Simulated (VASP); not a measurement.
Input of a VASP 6.6.1 run:

INCAR

```
SYSTEM = BP
PREC     = Accurate       ! precision mode
ENCUT    = 500            ! plane-wave cutoff, eV
EDIFF    = 1E-7           ! SCF threshold, eV
ISMEAR   = 0              ! smearing method
SIGMA    = 0.02           ! smearing width, eV
LREAL    = .False.        ! projectors in reciprocal space
LASPH    = .True.         ! aspherical terms in the spheres
NELM     = 120            ! most SCF steps
ALGO     = Normal         ! electronic algorithm
ISIF     = 3              ! what is computed and relaxed
LWAVE    = .False.        ! write WAVECAR
LCHARG   = .False.        ! write CHGCAR
GGA      = PE             ! functional
IBRION   = 2              ! ionic algorithm
NSW      = 100            ! ionic steps
EDIFFG   = -0.01          ! ionic threshold
GGA_COMPAT= .False.      
NELMIN   = 4
```

Contents of KPOINTS:

```
Automatic mesh
0
Gamma
  10 10 10
  0 0 0
```

File POSCAR:

```
BP
1.0
    0.0000000000      2.2747808697      2.2747808697
    2.2747808697      0.0000000000      2.2747808697
    2.2747808697      2.2747808697      0.0000000000
B P
1 1
Direct
    0.2500000000      0.2500000000      0.2500000000
    0.5000000000      0.5000000000      0.5000000000
```

Potentials or basis: VASP PAW PBE potentials, release 64 (B, P).

Launch:

```bash
$ cat potpaw_PBE.64/B/POTCAR potpaw_PBE.64/P/POTCAR > POTCAR
$ mpirun -np 1 vasp_std > vasp.out
```

(1) What does it give for the space group after relaxing (to 0.05 Å)?

(2) Estimate the relaxed volume.

(3) Predict the relaxed cell.

(4) What does it give for the band gap on the k mesh?

## Answers

(1) F-43m (No. 216).

(2) 11.75 Å³/atom.

(3) a = 3.215 Å, b = 3.215 Å, c = 3.215 Å, α = 60.00°, β = 60.00°, γ = 60.00°.

(4) 1.25 eV, indirect (least direct gap 3.39 eV).
